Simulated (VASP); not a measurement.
# Mo4N (Pm-3m) in VASP: further runs

The runs below take Mo4N through single point, relaxation of cell and atoms, with PBE.

Program: VASP 6.6.1. These are calculated values, not measurements. Logs are shortened: lines on timing, memory, paths and dates and some standing lists are left out, and cuts for length are marked.

## Step 1: The cell of the first run

It takes space group Pm-3m (No. 221, cubic). The conventional cell has a = 4.318 Å, b = 4.318 Å, c = 4.318 Å, α = 90.00°, β = 90.00°, γ = 90.00°. Mo (site symmetry 4/mmm) has 2 N at 2.16 Å within 2.9 Å. Mo (site symmetry m-3m) has 12 Mo at 3.05 Å and 8 N at 3.74 Å within 4.0 Å. Within 2.9 Å of N (site symmetry m-3m) lie 6 Mo at 2.16 Å.

The cell was built from a structure type or drawn by symmetry, and may not be a known phase.

## Step 2: Single point, PBE, collinear spin

The input, INCAR:

```
ALGO     = Normal         # electronic algorithm
EDIFF    = 1E-7           # SCF threshold, eV
ENCUT    = 520            # plane-wave cutoff, eV
GGA      = PE             # functional
ISIF     = 2              # what is computed and relaxed
ISMEAR   = 0              # smearing method
ISPIN    = 2              # spin polarisation
LASPH    = True           # aspherical terms in the spheres
LCHARG   = True           # write CHGCAR
LELF     = True           # ELF
LMAXMIX  = 4              # l up to which the mixer works
LORBIT   = 11             # projections on sites
LREAL    = False          # projectors in reciprocal space
LVHAR    = True         
LWAVE    = False          # write WAVECAR
MAGMOM   = 1 1 1 1 0      # initial moments
NBANDS   = 42             # bands
NELM     = 150            # most SCF steps
PREC     = Accurate       # precision mode
SIGMA    = 0.1            # smearing width, eV
```

The input, KPOINTS:

```
k-points
0
Gamma
  4 4 4
```

The input, POSCAR:

```
Mo4N
1.0
    4.3183025500      0.0000000000      0.0000000000
    0.0000000000      4.3183025500      0.0000000000
    0.0000000000      0.0000000000      4.3183025500
Mo N
4 1
Direct
    0.5000000000      0.0000000000      0.0000000000
    0.0000000000      0.5000000000      0.0000000000
    0.0000000000      0.0000000000      0.5000000000
    0.5000000000      0.5000000000      0.5000000000
    0.0000000000      0.0000000000      0.0000000000
```

Potentials or basis: VASP PAW PBE potentials, release 64 (Mo_sv, N).

On the command line:

```bash
> cat potpaw_PBE.64/Mo_sv/POTCAR potpaw_PBE.64/N/POTCAR > POTCAR
> mpirun -np 1 vasp_std > vasp.out
```

OUTCAR:

```text
EDIFF = 1E-7
   ENCUT = 520
   GGA = PE
   ISIF = 2
   ISMEAR = 0
   ISPIN = 2
   LASPH = True
   LORBIT = 11
   LREAL = False
   NELM = 150
   PREC = Accurate

 ion  position               nearest neighbor table
   1  0.500  0.000  0.000-   5 2.16   5 2.16   4 3.05   2 3.05   3 3.05   4 3.05   2 3.05   4 3.05
                             4 3.05   2 3.05   3 3.05   3 3.05   3 3.05   2 3.05
   2  0.000  0.500  0.000-   5 2.16   5 2.16   4 3.05   1 3.05   3 3.05   4 3.05   1 3.05   3 3.05
                             3 3.05   3 3.05   1 3.05   4 3.05   4 3.05   1 3.05
   3  0.000  0.000  0.500-   5 2.16   5 2.16   4 3.05   1 3.05   1 3.05   2 3.05   2 3.05   2 3.05
                             4 3.05   2 3.05   1 3.05   4 3.05   1 3.05   4 3.05
   4  0.500  0.500  0.500-   1 3.05   2 3.05   3 3.05   1 3.05   2 3.05   1 3.05   3 3.05   1 3.05
                             2 3.05   3 3.05   2 3.05   3 3.05
   5  0.000  0.000  0.000-   1 2.16   2 2.16   3 2.16   3 2.16   2 2.16   1 2.16

  LATTYP: Found a simple cubic cell.
 ALAT       =     4.3183025500

  Lattice vectors:

 A1 = (   4.3183025500,   0.0000000000,   0.0000000000)
 A2 = (   0.0000000000,   4.3183025500,   0.0000000000)
 A3 = (   0.0000000000,   0.0000000000,   4.3183025500)

Analysis of symmetry for initial positions (statically):
=====================================================================
 Subroutine PRICEL returns:
 Original cell was already a primitive cell.

 Routine SETGRP: Setting up the symmetry group for a
 simple cubic supercell.

 Subroutine GETGRP returns: Found 48 space group operations
 (whereof 48 operations were pure point group operations)
 out of a pool of 48 trial point group operations.

The static configuration has the point symmetry O_h .

Analysis of symmetry for dynamics (positions and initial velocities):
=====================================================================
 Subroutine PRICEL returns:
 Original cell was already a primitive cell.

 Routine SETGRP: Setting up the symmetry group for a
 simple cubic supercell.

 Subroutine GETGRP returns: Found 48 space group operations
 (whereof 48 operations were pure point group operations)
 out of a pool of 48 trial point group operations.

The dynamic configuration has the point symmetry O_h .

Analysis of structural, dynamic, and magnetic symmetry:
=====================================================================
 Subroutine PRICEL returns:
 Original cell was already a primitive cell.

 Routine SETGRP: Setting up the symmetry group for a
 simple cubic supercell.

 Subroutine GETGRP returns: Found 48 space group operations
 (whereof 48 operations were pure point group operations)
 out of a pool of 48 trial point group operations.

[... 127 lines left out ...]
   NGX = 17   NGY = 17   NGZ = 17

 number of electron      60.9999995 magnetization       0.0030709

 number of electron      60.9999995 magnetization      -0.0004841

 Free energy of the ion-electron system (eV)
  ---------------------------------------------------
  ext. energy  EPLUGINS =         0.00000000
  ---------------------------------------------------
  free energy    TOTEN  =       -51.24535286 eV

  energy without entropy =      -51.19352711  energy(sigma->0) =      -51.21943998

 E-fermi :   9.7212     XC(G=0): -12.4546

 val. band max:        9.7120967937   @ k =   0.2500   0.2500   0.0000
 cond. band min:       9.7286941362   @ k =   0.2500   0.2500   0.2500
 fundamental gap:      0.0165973425
 Fermi energy:         9.7211909190

 spin component 1

 k-point     1 :       0.0000    0.0000    0.0000
  band No.  band energies     occupation
      1     -51.4442      1.00000
      2     -51.3448      1.00000
      3     -51.3448      1.00000
      4     -51.1282      1.00000
      5     -25.8098      1.00000
      6     -25.8098      1.00000
[... 439 lines left out ...]
     41      14.7732      0.00000
     42      14.7732      0.00000
 Fermi energy:         9.7211909190

 spin component 2

 k-point     1 :       0.0000    0.0000    0.0000
  band No.  band energies     occupation
      1     -51.4442      1.00000
      2     -51.3448      1.00000
      3     -51.3448      1.00000
      4     -51.1285      1.00000
      5     -25.8098      1.00000
      6     -25.8098      1.00000
[... 439 lines left out ...]
     41      14.7732      0.00000
     42      14.7732      0.00000

------------------------ aborting loop because EDIFF is reached ----------------------------------------

  FORCE on cell =-STRESS in cart. coord.  units (eV):
  Direction    XX          YY          ZZ          XY          YZ          ZX
  --------------------------------------------------------------------------------------
  -------------------------------------------------------------------------------------
  Total      -14.3572289    -14.3572289    -14.3572289      0.0000000     -0.0000000      0.0000000
  in kB     -285.6551170   -285.6551170   -285.6551170      0.0000000     -0.0000000      0.0000000
  external PRESSURE =    -285.6551170 kB  Pullay stress =       0.0000000 kB

 VOLUME and BASIS-vectors are now :
 -----------------------------------------------------------------------------
  energy-cutoff  :      520.00
  volume of cell :       80.53
      direct lattice vectors                 reciprocal lattice vectors
     4.318302550  0.000000000  0.000000000     0.231572473  0.000000000  0.000000000
     0.000000000  4.318302550  0.000000000     0.000000000  0.231572473  0.000000000
     0.000000000  0.000000000  4.318302550     0.000000000  0.000000000  0.231572473

 POSITION                                       TOTAL-FORCE (eV/Angst)
 -----------------------------------------------------------------------------------
      2.15915      0.00000      0.00000         0.000000      0.000000      0.000000
      0.00000      2.15915      0.00000         0.000000      0.000000      0.000000
      0.00000      0.00000      2.15915         0.000000      0.000000      0.000000
      2.15915      2.15915      2.15915         0.000000      0.000000      0.000000
      0.00000      0.00000      0.00000         0.000000      0.000000      0.000000
 -----------------------------------------------------------------------------------
    total drift:                                0.000000      0.000000     -0.000000

  FREE ENERGIE OF THE ION-ELECTRON SYSTEM (eV)
  ---------------------------------------------------
  free  energy   TOTEN  =       -51.2453528589 eV

  energy  without entropy=      -51.1935271110  energy(sigma->0) =      -51.21943998

 total charge

# of ion       s       p       d       tot
------------------------------------------
    1        2.285   6.155   3.766  12.205
    2        2.285   6.155   3.766  12.205
    3        2.285   6.155   3.766  12.205
    4        2.303   6.113   3.672  12.088
    5        1.240   2.457   0.000   3.697
--------------------------------------------------
tot         10.397  27.035  14.968  52.400

 magnetization (x)

# of ion       s       p       d       tot
------------------------------------------
    1        0.000   0.000   0.000   0.000
    2        0.000   0.000   0.000   0.000
    3        0.000   0.000   0.000   0.000
    4       -0.000  -0.000  -0.000  -0.000
    5       -0.000  -0.000   0.000  -0.000
--------------------------------------------------
tot         -0.000  -0.000  -0.000  -0.000
```

stdout:

```text
POSCAR found type information on POSCAR MoN
 POSCAR found :  2 types and       5 ions
 scaLAPACK will be used
 LDA part: xc-table for (Slater+PW92), standard interpolation
 POSCAR, INCAR and KPOINTS ok, starting setup
 FFT: planning ... GRIDC
 FFT: planning ... GRID_SOFT
 FFT: planning ... GRID
 WAVECAR not read
 entering main loop
```

It took 2.4 min on 1 thread of Intel Xeon 8259CL, shared host; peak memory 0.22 GiB.

Results:

- Free energy: -51.2454 eV
- Pressure: -28.6 GPa
- Net moment: 0.00 μB per cell
- Valence electrons inside the program's atomic spheres: Mo 12.21, 12.09 (each value once); N 3.70

Caveat: the k points lie up to 0.36 Å⁻¹ apart.

## Step 3: Relaxation of cell and atoms, PBE

This run uses another cell than the first one, of 13.97 Å³/atom.

The input, INCAR:

```
SYSTEM = Mo4N
PREC     = Accurate       ! precision mode
ENCUT    = 600            ! plane-wave cutoff, eV
EDIFF    = 1E-6           ! SCF threshold, eV
ISMEAR   = 0              ! smearing method
SIGMA    = 0.1            ! smearing width, eV
LREAL    = .FALSE.        ! projectors in reciprocal space
LASPH    = .TRUE.         ! aspherical terms in the spheres
NELM     = 100            ! most SCF steps
ALGO     = Normal         ! electronic algorithm
ISIF     = 3              ! what is computed and relaxed
LWAVE    = .FALSE.        ! write WAVECAR
LCHARG   = .FALSE.        ! write CHGCAR
GGA      = PE             ! functional
IBRION   = 2              ! ionic algorithm
NSW      = 100            ! ionic steps
EDIFFG   = -0.01          ! ionic threshold
```

The input, KPOINTS:

```
Automatic mesh
0
G
  10 10 10
  0 0 0
```

POSCAR, as its differences from that of step 2:

```diff
@@ -2,5 +2,5 @@
 1.0
-    4.3183025500      0.0000000000      0.0000000000
-    0.0000000000      4.3183025500      0.0000000000
-    0.0000000000      0.0000000000      4.3183025500
+    4.1179565978      0.0000000000      0.0000000000
+    0.0000000000      4.1179565978      0.0000000000
+    0.0000000000      0.0000000000      4.1179565978
 Mo N
```

Potentials or basis: VASP PAW PBE potentials, release 64 (Mo_sv, N).

On the command line:

```bash
> cat potpaw_PBE.64/Mo_sv/POTCAR potpaw_PBE.64/N/POTCAR > POTCAR
> mpirun -np 1 vasp_std > vasp.out
```

It took 3.1 min on 1 thread of Intel Xeon 8259CL, shared host; peak memory 0.29 GiB.

Results (log left out):

* Free energy: -52.3191 eV
* Pressure after relaxing: 0.0 GPa
* Band gap on the k mesh: zero (an odd number of electrons rules out a gap without spin polarisation)

Final structure:
```
CELL_PARAMETERS angstrom
4.11796 0.00000 0.00000
0.00000 4.11796 0.00000
0.00000 0.00000 4.11796
ATOMIC_POSITIONS crystal
Mo 0.50000 0.00000 0.00000
Mo 0.00000 0.50000 0.00000
Mo 0.00000 0.00000 0.50000
Mo 0.50000 0.50000 0.50000
N 0.00000 0.00000 0.00000
```

Levels at points of the mesh, in eV from the Fermi level:
| k point | band 27 | band 28 | band 29 | band 30 | band 31 | band 32 | band 33 | band 34 |
| --- | --- | --- | --- | --- | --- | --- | --- | --- |
| (0.00, 0.00, 0.00) | -1.17 | -1.17 | -1.17 | 0.87 | 0.87 | 2.84 | 2.84 | 3.22 |
| (0.50, 0.00, 0.00) | -2.33 | -0.57 | -0.57 | -0.34 | 0.48 | 0.57 | 0.57 | 0.70 |
| (0.50, 0.50, 0.00) | -2.08 | -1.69 | -1.31 | -1.31 | 0.22 | 0.40 | 0.88 | 1.06 |
| (0.50, 0.50, 0.50) | -1.26 | -0.98 | -0.98 | 0.92 | 0.92 | 0.92 | 2.35 | 2.35 |

Caveat: the relaxation stopped at its first step, so nothing moved.

## Step 4: Relaxation of cell and atoms, PBE, collinear spin

INCAR, as its differences from that of step 3:

```diff
@@ -8,3 +8,3 @@
 LASPH    = .TRUE.         ! aspherical terms in the spheres
-NELM     = 100            ! most SCF steps
+NELM     = 150            ! most SCF steps
 ALGO     = Normal         ! electronic algorithm
@@ -13,5 +13,9 @@
 LCHARG   = .FALSE.        ! write CHGCAR
+ISPIN    = 2              ! spin polarisation
+MAGMOM   = 1 1 1 1 0      ! initial moments
+LORBIT   = 11             ! projections on sites
+LMAXMIX  = 4              ! l up to which the mixer works
 GGA      = PE             ! functional
 IBRION   = 2              ! ionic algorithm
-NSW      = 100            ! ionic steps
-EDIFFG   = -0.01          ! ionic threshold
+NSW      = 90             ! ionic steps
+EDIFFG   = -0.04          ! ionic threshold
```

The input, KPOINTS:

```
regular mesh
0
G
  4 4 4
  0 0 0
```

POSCAR, as its differences from that of step 3:

```diff
@@ -2,5 +2,5 @@
 1.0
-    4.1179565978      0.0000000000      0.0000000000
-    0.0000000000      4.1179565978      0.0000000000
-    0.0000000000      0.0000000000      4.1179565978
+    4.3183025500      0.0000000000      0.0000000000
+    0.0000000000      4.3183025500      0.0000000000
+    0.0000000000      0.0000000000      4.3183025500
 Mo N
```

Potentials or basis: VASP PAW PBE potentials, release 64 (Mo_sv, N).

On the command line:

```bash
> cat potpaw_PBE.64/Mo_sv/POTCAR potpaw_PBE.64/N/POTCAR > POTCAR
> mpirun -np 1 vasp_std > vasp.out
```

OUTCAR:

```text
SYSTEM = Mo4N
   PREC = Accurate
   ENCUT = 600
   EDIFF = 1E-6
   ISMEAR = 0
   LREAL = .FALSE.
   LASPH = .TRUE.
   NELM = 150
   ISIF = 3
   ISPIN = 2
   LORBIT = 11
   GGA = PE
   IBRION = 2
   NSW = 90
   EDIFFG = -0.04

 ion  position               nearest neighbor table
   1  0.500  0.000  0.000-   5 2.16   5 2.16   4 3.05   2 3.05   3 3.05   4 3.05   2 3.05   4 3.05
                             4 3.05   2 3.05   3 3.05   3 3.05   3 3.05   2 3.05
   2  0.000  0.500  0.000-   5 2.16   5 2.16   4 3.05   1 3.05   3 3.05   4 3.05   1 3.05   3 3.05
                             3 3.05   3 3.05   1 3.05   4 3.05   4 3.05   1 3.05
   3  0.000  0.000  0.500-   5 2.16   5 2.16   4 3.05   1 3.05   1 3.05   2 3.05   2 3.05   2 3.05
                             4 3.05   2 3.05   1 3.05   4 3.05   1 3.05   4 3.05
   4  0.500  0.500  0.500-   1 3.05   2 3.05   3 3.05   1 3.05   2 3.05   1 3.05   3 3.05   1 3.05
                             2 3.05   3 3.05   2 3.05   3 3.05
   5  0.000  0.000  0.000-   1 2.16   2 2.16   3 2.16   3 2.16   2 2.16   1 2.16

  LATTYP: Found a simple cubic cell.
 ALAT       =     4.3183025500

  Lattice vectors:

 A1 = (   4.3183025500,   0.0000000000,   0.0000000000)
 A2 = (   0.0000000000,   4.3183025500,   0.0000000000)
 A3 = (   0.0000000000,   0.0000000000,   4.3183025500)

Analysis of symmetry for initial positions (statically):
=====================================================================
 Subroutine PRICEL returns:
 Original cell was already a primitive cell.
[... 187 lines left out ...]

 spin component 1

 k-point     1 :       0.0000    0.0000    0.0000
  band No.  band energies     occupation
      1     -51.4444      1.00000
      2     -51.3450      1.00000
      3     -51.3450      1.00000
      4     -51.1280      1.00000
      5     -25.8107      1.00000
      6     -25.8107      1.00000
[... 971 lines left out ...]
--------------------------------------- Ionic step        5  -------------------------------------------

 number of electron      60.9999993 magnetization      -0.0000025

 Free energy of the ion-electron system (eV)
  ---------------------------------------------------
  ext. energy  EPLUGINS =         0.00000000
  ---------------------------------------------------
  free energy    TOTEN  =       -52.32905037 eV

  energy without entropy =      -52.27958629  energy(sigma->0) =      -52.30431833

 E-fermi :  11.7310     XC(G=0): -13.2324

 val. band max:       11.6813350330   @ k =   0.5000   0.2500   0.2500
 cond. band min:      11.7348982393   @ k =   0.5000   0.2500   0.0000
 fundamental gap:      0.0535632063
 Fermi energy:        11.7309973242

 spin component 1

 k-point     1 :       0.0000    0.0000    0.0000
  band No.  band energies     occupation
      1     -49.3240      1.00000
      2     -49.1326      1.00000
      3     -49.1326      1.00000
      4     -48.8895      1.00000
      5     -23.8978      1.00000
      6     -23.8978      1.00000
[... 844 lines left out ...]
  FREE ENERGIE OF THE ION-ELECTRON SYSTEM (eV)
  ---------------------------------------------------
  free  energy   TOTEN  =       -52.3290503696 eV

  energy  without entropy=      -52.2795862852  energy(sigma->0) =      -52.30431833

 reached required accuracy - stopping structural energy minimisation

 total charge

# of ion       s       p       d       tot
------------------------------------------
    1        2.327   6.213   3.948  12.488
    2        2.327   6.213   3.948  12.488
    3        2.327   6.213   3.948  12.488
    4        2.341   6.153   3.817  12.311
    5        1.252   2.551   0.000   3.802
--------------------------------------------------
tot         10.574  27.343  15.661  53.578

 magnetization (x)

# of ion       s       p       d       tot
------------------------------------------
    1       -0.000  -0.000  -0.000  -0.000
    2       -0.000  -0.000  -0.000  -0.000
    3       -0.000  -0.000  -0.000  -0.000
    4        0.000  -0.000   0.000   0.000
    5        0.000   0.000   0.000   0.000
--------------------------------------------------
tot         -0.000   0.000  -0.000  -0.000
```

CONTCAR:

```text
Mo4N
   1.00000000000000
     4.1193983730725705    0.0000000000000000    0.0000000000000000
     0.0000000000000000    4.1193983730725705    0.0000000000000000
    -0.0000000000000000   -0.0000000000000000    4.1193983730725705
  Mo              N
     4     1
Direct
     0.5000000000000000    0.0000000000000000    0.0000000000000000
     0.0000000000000000    0.5000000000000000    0.0000000000000000
     0.0000000000000000    0.0000000000000000    0.5000000000000000
     0.5000000000000000    0.5000000000000000    0.5000000000000000
     0.0000000000000000    0.0000000000000000    0.0000000000000000

  0.00000000E+00  0.00000000E+00  0.00000000E+00
  0.00000000E+00  0.00000000E+00  0.00000000E+00
  0.00000000E+00  0.00000000E+00  0.00000000E+00
  0.00000000E+00  0.00000000E+00  0.00000000E+00
  0.00000000E+00  0.00000000E+00  0.00000000E+00
```

Run time: 5.3 min. Hardware: 1 thread of Intel Xeon 8259CL, shared host; peak memory 0.27 GiB.

Results:

```
Free energy                                           : -52.3291 eV
Relaxed volume                                        : 13.98 Å³/atom
Relaxed cell                                          : a = 4.119 Å, b = 4.119 Å, c = 4.119 Å, α = 90.00°, β = 90.00°, γ = 90.00°
Space group after relaxing (to 0.1 Å)                 : Pm-3m (No. 221)
Pressure after relaxing                               : 0.0 GPa
Net moment                                            : 0.00 μB per cell
Valence electrons inside the program's atomic spheres : Mo 12.49, 12.31 (each value once); N 3.80
```

Final structure:
```
Mo N
1.0
     4.11940    0.00000    0.00000
     0.00000    4.11940    0.00000
     0.00000    0.00000    4.11940
Mo N
4 1
Direct
  0.50000 0.00000 0.00000
  0.00000 0.50000 0.00000
  0.00000 0.00000 0.50000
  0.50000 0.50000 0.50000
  0.00000 0.00000 0.00000
```

Caveat: the k points lie up to 0.38 Å⁻¹ apart in the final cell.

## Step 5: Overview

```tsv
task	spin	cell	k mesh	cutoff (eV)	gap on the mesh (eV)	pressure (GPa)	moment (μB)
single point	collinear	a = 4.318 Å, 5 atoms	4 × 4 × 4	520	none	-28.6	0.00
relaxation of cell and atoms	off	relaxed from a = 4.118 Å, 5 atoms	10 × 10 × 10	600	none	0.0	-
relaxation of cell and atoms	collinear	relaxed from a = 4.318 Å, 5 atoms	4 × 4 × 4	600	none	0.0	0.00
```

Alike in all rows: level PBE; potentials or basis VASP PAW PBE potentials, release 64 (Mo_sv, N); smearing gaussian 0.1 eV.

Caveats: some runs use coarse meshes; the relaxation stopped at its first step, so nothing moved (at least some runs).

Absolute energies hang on the potentials; compare differences alone.
